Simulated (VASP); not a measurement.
Input of a VASP 6.6.1 run:

The input INCAR:

```
SYSTEM = Cu
PREC     = Accurate       ! precision mode
ENCUT    = 520            ! plane-wave cutoff, eV
EDIFF    = 1E-7           ! SCF threshold, eV
ISMEAR   = -1             ! smearing method
SIGMA    = 0.05           ! smearing width, eV
LREAL    = .False.        ! projectors in reciprocal space
LASPH    = .True.         ! aspherical terms in the spheres
NELM     = 100            ! most SCF steps
ALGO     = Normal         ! electronic algorithm
ISIF     = 2              ! what is computed and relaxed
LWAVE    = .False.        ! write WAVECAR
LCHARG   = .False.        ! write CHGCAR
GGA      = PE             ! functional
NBANDS   = 18             ! bands
```

KPOINTS

```
regular mesh
0
Gamma
  20 20 20
  0 0 0
```

Contents of POSCAR:

```
Cu
1.0
   -2.0293617069      2.0293617069      1.0788570805
    2.0293617069     -2.0293617069      1.0788570805
    2.0293617069      2.0293617069     -1.0788570805
Cu
2
Direct
   -0.3750000000     -0.1250000000     -0.2500000000
    0.3750000000      0.1250000000      0.2500000000
```

Potentials or basis: VASP PAW PBE potentials, release 64 (Cu).

Run with:

```sh
$ cat potpaw_PBE.64/Cu/POTCAR > POTCAR
$ mpirun -np 1 vasp_std > vasp.out
```

Q: What does it give for the band gap on the k mesh?

A: Zero (band 11 reaches 15.31 eV, above the bottom of band 12 at 9.24 eV).

Q: Estimate the pressure.

A: 120.4 GPa.

Stress tensor (GPa, compression positive):
```
120.29   0.00   0.00
  0.00 120.29   0.00
  0.00   0.00 120.55
```
